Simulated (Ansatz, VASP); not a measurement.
## Ti in VASP and in Ansatz

```
Ti
1.0
    -1.68727    1.68727    1.38348
     1.68727   -1.68727    1.38348
     1.56797    1.56797   -1.38348
Ti
1
Direct
  0.00000 0.00000 0.00000
```

Change from the starting cell: engineering shear strain xy -0.0733, normal strain along z -0.1500.

Alike in both runs: task single point; functional PBE; k mesh 20 × 20 × 20; occupations gaussian, width 0.15 eV; no spin polarisation.

|  | VASP | Ansatz |
| --- | --- | --- |
| version | VASP 6.6.1 | Ansatz 0.2.0 |
| potentials or method | VASP PAW PBE potentials, release 64 (Ti_sv), cutoff 520 eV | scalar-relativistic, plane waves, PAW |
| valence electrons in the cell | 12 | 12 |

|  | VASP | Ansatz | Ansatz less VASP |
| --- | --- | --- | --- |
| gap on the k mesh at the Fermi level (eV) | none | none | - |
| pressure (GPa) | 22.1 | 22.6 | +0.50 |
| traceless stress, the component that is largest in VASP (GPa) | 3.57 | 3.52 | -0.052 |

A gap of «none» marks a metal or a gap that the smearing closes.
